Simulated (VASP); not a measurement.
# TiTe2 (P-3m1) in VASP: a series of runs

Runs on TiTe2. Level: LDA. Tasks: single point.

Everything below comes from runs of VASP 6.6.1. Logs are shortened: lines on timing, memory, paths and dates and some standing lists are left out, and cuts for length are marked.

**1. The cell of the first run**

It takes space group P-3m1 (No. 164, trigonal). Conventional cell: a = 3.802 Å, b = 3.802 Å, c = 6.541 Å, α = 90.00°, β = 90.00°, γ = 120.00°. Te (site symmetry 3m) has 3 Ti at 2.79 Å within 3.7 Å. Ti (site symmetry -3m) has 6 Te at 2.79 Å within 3.7 Å.

**2. Single point, LDA (volume scaled by 1.02)**

The input, INCAR:

```
  PREC = Accurate
  ENCUT = 520
  EDIFF = 1E-6
  ISMEAR = -1
  SIGMA = 0.05
  LREAL = False
  LASPH = True
  NELM = 60
  ALGO = Normal
  ISIF = 2
  LWAVE = False
  LCHARG = False
  GGA = CA
  NBANDS = 19
```

The input, KPOINTS:

```
Automatic mesh
0
Gamma
  8 8 4
```

The input, POSCAR:

```
TiTe2
1.0
    3.8020139740      0.0000000000      0.0000000000
   -1.9010069870      3.2926406870      0.0000000000
    0.0000000000      0.0000000000      6.5410343667
Te Ti
2 1
Direct
    0.3333333333      0.6666666667      0.7372000000
    0.6666666667      0.3333333333      0.2628000000
    0.0000000000      0.0000000000      0.0000000000
```

Potentials or basis: VASP PAW LDA potentials, release 64 (Te, Ti_sv).

The run is started by

```
$ cat potpaw_LDA.64/Te/POTCAR potpaw_LDA.64/Ti_sv/POTCAR > POTCAR
$ mpirun -np 1 vasp_std > vasp.out
```

OUTCAR:

```text
PREC = Accurate
   ENCUT = 520
   EDIFF = 1E-6
   ISMEAR = -1
   LREAL = False
   LASPH = True
   NELM = 60
   ISIF = 2
   GGA = CA

 ion  position               nearest neighbor table
   1  0.333  0.667  0.737-   3 2.79   3 2.79   3 2.79
   2  0.667  0.333  0.263-   3 2.79   3 2.79   3 2.79
   3  0.000  0.000  0.000-   1 2.79   2 2.79   1 2.79   2 2.79   2 2.79   1 2.79

  LATTYP: Found a hexagonal cell.
 ALAT       =     3.8020139740
 C/A-ratio  =     1.7204130262

  Lattice vectors:

 A1 = (   3.8020139740,   0.0000000000,   0.0000000000)
 A2 = (  -1.9010069870,   3.2926406870,   0.0000000000)
 A3 = (   0.0000000000,   0.0000000000,   6.5410343667)

Analysis of symmetry for initial positions (statically):
=====================================================================
 Subroutine PRICEL returns:
 Original cell was already a primitive cell.

 Routine SETGRP: Setting up the symmetry group for a
 hexagonal supercell.

 Subroutine GETGRP returns: Found 12 space group operations
 (whereof 12 operations were pure point group operations)
 out of a pool of 24 trial point group operations.

The static configuration has the point symmetry D_3d.

Analysis of symmetry for dynamics (positions and initial velocities):
=====================================================================
 Subroutine PRICEL returns:
 Original cell was already a primitive cell.

 Routine SETGRP: Setting up the symmetry group for a
 hexagonal supercell.

 Subroutine GETGRP returns: Found 12 space group operations
 (whereof 12 operations were pure point group operations)
 out of a pool of 24 trial point group operations.

The dynamic configuration has the point symmetry D_3d.

 Subroutine INISYM returns: Found 12 space group operations
 (whereof 12 operations are pure point group operations),
 and found     1 'primitive' translations

----------------------------------------------------------------------------------------

                                     Primitive cell

  volume of cell :      81.8850

  direct lattice vectors                    reciprocal lattice vectors
     3.802013974  0.000000000  0.000000000     0.263018497  0.151853800  0.000000000
    -1.901006987  3.292640687  0.000000000     0.000000000  0.303707600  0.000000000
     0.000000000  0.000000000  6.541034367     0.000000000  0.000000000  0.152881019

  length of vectors
     3.802013974  3.802013974  6.541034367     0.303707600  0.303707600  0.152881019

  position of ions in fractional coordinates (direct lattice)
     0.333333333  0.666666667  0.737200000
     0.666666667  0.333333333  0.262800000
     0.000000000  0.000000000  0.000000000

  ion indices of the primitive-cell ions
   primitive index   ion index
                 1           1
                 2           2
                 3           3

----------------------------------------------------------------------------------------

 KPOINTS: Automatic mesh

Automatic generation of k-mesh.
 Grid dimensions read from file:
 generate k-points for:    8    8    4

 Generating k-lattice:

  Cartesian coordinates                     Fractional coordinates (reciprocal lattice)
     0.032877312  0.018981725  0.000000000     0.125000000  0.000000000  0.000000000
     0.000000000  0.037963450  0.000000000     0.000000000  0.125000000  0.000000000
     0.000000000  0.000000000  0.038220255     0.000000000  0.000000000  0.250000000

  Length of vectors
     0.037963450  0.037963450  0.038220255

  Shift w.r.t. Gamma in fractional coordinates (k-lattice)
     0.000000000  0.000000000  0.000000000

 Subroutine IBZKPT returns following result:
 ===========================================

 Found     35 irreducible k-points:

 Following reciprocal coordinates:
            Coordinates               Weight
  0.000000  0.000000  0.000000      1.000000
  0.125000  0.000000  0.000000      6.000000
  0.250000  0.000000  0.000000      6.000000
  0.375000  0.000000  0.000000      6.000000
  0.500000  0.000000  0.000000      3.000000
  0.125000  0.125000  0.000000      6.000000
[... 16 lines left out ...]
 -0.125000  0.500000  0.250000     12.000000
  0.250000  0.250000  0.250000     12.000000
 [... further k-points ...]
   k-points           NKPTS =     35   k-points in BZ     NKDIM =     35   number of bands    NBANDS=     19
   number of dos      NEDOS =    301   number of ions     NIONS =      3
   total plane-waves  NPLWV =  39200
   dimension x,y,z NGX =    28 NGY =   28 NGZ =   50
   dimension x,y,z NGXF=    56 NGYF=   56 NGZF=  100
   ions per type =               2   1
   NGX,Y,Z   is equivalent  to a cutoff of  12.24, 12.24, 12.71 a.u.
   NGXF,Y,Z  is equivalent  to a cutoff of  24.49, 24.49, 25.42 a.u.
 SYSTEM =  unknown system
   PREC   = accura    normal or accurate (medium, high low for compatibility)
   ISTART =      0    job   : 0-new  1-cont  2-samecut
   ICHARG =      2    charge: 1-file 2-atom 10-const
   ISPIN  =      1    spin polarized calculation?
   LNONCOLLINEAR =      F non collinear calculations
   LSORBIT =      F    spin-orbit coupling
   LASPH  =      T    aspherical Exc in radial PAW
   ENCUT  =  520.0 eV  38.22 Ry    6.18 a.u.   7.07  7.07 12.16*2*pi/ulx,y,z
   NELM   =     60;   NELMIN=  2; NELMDL= -5     # of ELM steps
   EDIFF  = 0.1E-05   stopping-criterion for ELM
   LREAL  =      F    real-space projection
   EDIFFG = 0.1E-04   stopping-criterion for IOM
   NSW    =      0    number of steps for IOM
   IBRION =     -1    ionic relax: 0-MD 1-quasi-New 2-CG
   NFREE  =      0    steps in history (QN), initial steepest desc. (CG)
   ISIF   =      2    stress and relaxation
   ISYM   =      2    0-nonsym 1-usesym 2-fastsym
   POTIM  = 0.5000    time-step for ionic-motion
   TEBEG  =    0.0;   TEEND  =   0.0 temperature during run
   PSTRESS=    0.0 pullay stress
   NELECT =      24.0000    total number of electrons
   NUPDOWN=      -1.0000    fix difference up-down
   EMIN   =  10.00;   EMAX   =-10.00  energy-range for DOS
   EFERMI =   0.00;   METHOD = LEGACY
   ISMEAR =    -1;   SIGMA  =   0.05  broadening in eV -4-tet -1-fermi 0-gaus
   EFERMI_NEDOS =   21; number of points for ismear=-14 and -15
   IALGO  =     38    algorithm
   IMIX   =      4    mixing-type and parameters
     AMIX     =   0.40;   BMIX     =  1.00
     AMIX_MAG =   1.60;   BMIX_MAG =  1.00
  volume/ion in A,a.u.               =      27.30       184.20
  Fermi-wavevector in a.u.,A,eV,Ry     =   1.087453  2.054988 16.089619  1.182554
  Thomas-Fermi vector in A             =   2.223612
   LORBIT       =      0    0 simple, 1 ext, 2 COOP (PROOUT), +10 PAW based schemes
   GGA     = CA    functional components
   LHFCALC =     F    Hartree Fock is set to
   AEXX    =    0.0000 exact exchange contribution
   IVDW    =     0    specifies the selected vdW correction
   LEPSILON=     F    determine dielectric tensor
   LRPA    =     F    only Hartree local field effects (RPA)
 non-spin polarized calculation
  energy-cutoff  :      520.00
  volume of cell :       81.89
 maximum number of plane-waves:      2231
   NGX = 15   NGY = 15   NGZ = 25

 number of electron      23.9999992 magnetization

 Free energy of the ion-electron system (eV)
  ---------------------------------------------------
  ext. energy  EPLUGINS =         0.00000000
  ---------------------------------------------------
  free energy    TOTEN  =       -18.23497629 eV

  energy without entropy =      -18.22287237  energy(sigma->0) =      -18.22892433

 E-fermi :   6.3813     XC(G=0): -10.0067

 val. band max:        6.3634964422   @ k =   0.1250   0.0000   0.2500
 cond. band min:       6.4083555092   @ k =   0.5000   0.0000   0.0000
 fundamental gap:      0.0448590669
 Fermi energy:         6.3813418025

 k-point     1 :       0.0000    0.0000    0.0000
  band No.  band energies     occupation
      1     -50.3983      2.00000
      2     -27.0349      2.00000
      3     -27.0349      2.00000
      4     -27.0004      2.00000
      5      -5.8869      2.00000
      6      -4.4513      2.00000
[... 11 lines left out ...]
     18      11.4659      0.00000
     19      12.0417      0.00000

 k-point     2 :       0.1250    0.0000    0.0000
  band No.  band energies     occupation
      1     -50.3979      2.00000
      2     -27.0407      2.00000
      3     -27.0362      2.00000
      4     -26.9991      2.00000
      5      -5.7211      2.00000
      6      -4.3679      2.00000
[... 11 lines left out ...]
     18      12.3549      0.00000
     19      12.8244      0.00000

 k-point     3 :       0.2500    0.0000    0.0000
  band No.  band energies     occupation
      1     -50.3969      2.00000
      2     -27.0549      2.00000
      3     -27.0395      2.00000
      4     -26.9958      2.00000
      5      -5.2599      2.00000
      6      -4.1609      2.00000
[... 11 lines left out ...]
     18      12.1059      0.00000
     19      12.8363      0.00000

 k-point     4 :       0.3750    0.0000    0.0000
  band No.  band energies     occupation
      1     -50.3958      2.00000
      2     -27.0689      2.00000
      3     -27.0427      2.00000
      4     -26.9926      2.00000
      5      -4.6383      2.00000
      6      -3.9816      2.00000
[... 11 lines left out ...]
     18      11.8300      0.00000
     19      12.0045      0.00000

 k-point     5 :       0.5000    0.0000    0.0000
  band No.  band energies     occupation
      1     -50.3954      2.00000
      2     -27.0747      2.00000
      3     -27.0441      2.00000
      4     -26.9912      2.00000
      5      -4.2067      2.00000
      6      -4.0231      2.00000
[... 11 lines left out ...]
     18      11.6933      0.00000
     19      11.9324      0.00000

 k-point     6 :       0.1250    0.1250    0.0000
  band No.  band energies     occupation
      1     -50.3972      2.00000
      2     -27.0501      2.00000
      3     -27.0392      2.00000
      4     -26.9968      2.00000
      5      -5.4070      2.00000
      6      -4.2211      2.00000
[... 11 lines left out ...]
     18      13.2712      0.00000
     19      13.3182      0.00000

 k-point     7 :       0.2500    0.1250    0.0000
  band No.  band energies     occupation
      1     -50.3961      2.00000
      2     -27.0627      2.00000
      3     -27.0439      2.00000
      4     -26.9935      2.00000
      5      -4.8596      2.00000
      6      -4.0156      2.00000
[... 11 lines left out ...]
     18      12.0054      0.00000
     19      12.9204      0.00000

 k-point     8 :       0.3750    0.1250    0.0000
  band No.  band energies     occupation
      1     -50.3954      2.00000
      2     -27.0715      2.00000
      3     -27.0473      2.00000
      4     -26.9912      2.00000
      5      -4.2932      2.00000
      6      -3.9431      2.00000
[... 256 lines left out ...]
 k-point    20 :       0.2500    0.1250    0.2500
  band No.  band energies     occupation
      1     -50.3961      2.00000
      2     -27.0627      2.00000
      3     -27.0439      2.00000
      4     -26.9935      2.00000
      5      -4.7696      2.00000
      6      -4.1334      2.00000
[... 11 lines left out ...]
     18      11.7172      0.00000
     19      12.7005      0.00000

 k-point    21 :      -0.1250    0.3750    0.2500
  band No.  band energies     occupation
      1     -50.3961      2.00000
      2     -27.0627      2.00000
      3     -27.0439      2.00000
      4     -26.9935      2.00000
      5      -4.7346      2.00000
      6      -4.1836      2.00000
[... 11 lines left out ...]
     18      11.8513      0.00000
     19      12.9329      0.00000

 k-point    22 :       0.3750    0.1250    0.2500
  band No.  band energies     occupation
      1     -50.3954      2.00000
      2     -27.0715      2.00000
      3     -27.0473      2.00000
      4     -26.9912      2.00000
      5      -4.2905      2.00000
      6      -3.9318      2.00000
[... 11 lines left out ...]
     18      11.3944      0.00000
     19      12.3446      0.00000

 k-point    23 :      -0.1250    0.5000    0.2500
  band No.  band energies     occupation
      1     -50.3954      2.00000
      2     -27.0715      2.00000
      3     -27.0473      2.00000
      4     -26.9912      2.00000
      5      -4.2040      2.00000
      6      -4.0343      2.00000
[... 11 lines left out ...]
     18      11.1520      0.00000
     19      12.6246      0.00000

 k-point    24 :       0.2500    0.2500    0.2500
  band No.  band energies     occupation
      1     -50.3954      2.00000
      2     -27.0671      2.00000
      3     -27.0517      2.00000
      4     -26.9912      2.00000
      5      -4.2876      2.00000
      6      -3.9586      2.00000
[... 11 lines left out ...]
     18      11.5983      0.00000
     19      12.3415      0.00000

 [... further k-points ...]
[... 5 lines left out ...]
  --------------------------------------------------------------------------------------
  -------------------------------------------------------------------------------------
  Total       -2.6225549     -2.6225549     -2.5584800      0.0000000     -0.0000000      0.0000000
  in kB      -51.3133889    -51.3133889    -50.0596861      0.0000000     -0.0000000      0.0000000
  external PRESSURE =     -50.8954880 kB  Pullay stress =       0.0000000 kB

 VOLUME and BASIS-vectors are now :
 -----------------------------------------------------------------------------
  energy-cutoff  :      520.00
  volume of cell :       81.89
      direct lattice vectors                 reciprocal lattice vectors
     3.802013974  0.000000000  0.000000000     0.263018497  0.151853800  0.000000000
    -1.901006987  3.292640687  0.000000000     0.000000000  0.303707600  0.000000000
     0.000000000  0.000000000  6.541034367     0.000000000  0.000000000  0.152881019

 POSITION                                       TOTAL-FORCE (eV/Angst)
 -----------------------------------------------------------------------------------
     -0.00000      2.19509      4.82205         0.000000      0.000000      0.434476
      1.90101      1.09755      1.71898        -0.000000     -0.000000     -0.434476
      0.00000      0.00000      0.00000        -0.000000      0.000000     -0.000000
 -----------------------------------------------------------------------------------
    total drift:                                0.000000     -0.000000      0.000000

  FREE ENERGIE OF THE ION-ELECTRON SYSTEM (eV)
  ---------------------------------------------------
  free  energy   TOTEN  =       -18.2349762946 eV

  energy  without entropy=      -18.2228723661  energy(sigma->0) =      -18.22892433
```

Run time: 65 s. Hardware: 1 thread of Intel Xeon Platinum 8259CL at 2.50GHz (Skylake/Cascade Lake), shared host; peak memory 0.19 GiB.

Results:

```yaml
Free_energy: -18.2350 eV
Pressure: -5.1 GPa
Largest_force: 0.434 eV/Å
Band_gap_on_the_k_mesh: zero (band 12 reaches 6.77 eV, above the bottom of band 13 at 6.13 eV)
```

Forces on the atoms (eV/Å):
```
Te   0.000  0.000  0.434
Te   0.000  0.000 -0.434
Ti   0.000  0.000  0.000
```

Levels at points of the mesh, in eV from the Fermi level:
| k point | band 8 | band 9 | band 10 | band 11 | band 12 | band 13 | band 14 | band 15 | band 16 | band 17 |
| --- | --- | --- | --- | --- | --- | --- | --- | --- | --- | --- |
| (0.00, 0.00, 0.00) | -1.61 | -1.61 | 0.33 | 0.39 | 0.39 | 0.59 | 1.06 | 1.06 | 3.01 | 3.01 |
| (0.50, 0.00, 0.00) | -3.56 | -2.60 | -2.31 | -1.68 | -1.07 | 0.03 | 1.10 | 1.40 | 2.39 | 3.29 |
| (0.00, 0.00, 0.50) | -2.57 | -1.54 | -1.54 | 0.38 | 0.38 | 0.75 | 0.75 | 0.97 | 3.42 | 3.42 |
| (0.50, 0.00, 0.50) | -4.39 | -2.31 | -1.94 | -0.92 | -0.56 | -0.25 | 1.09 | 1.38 | 2.58 | 3.42 |

Caveat: spin-orbit coupling is left out, which moves the levels of the heavy elements.

(Continued in part 2 of 2.)
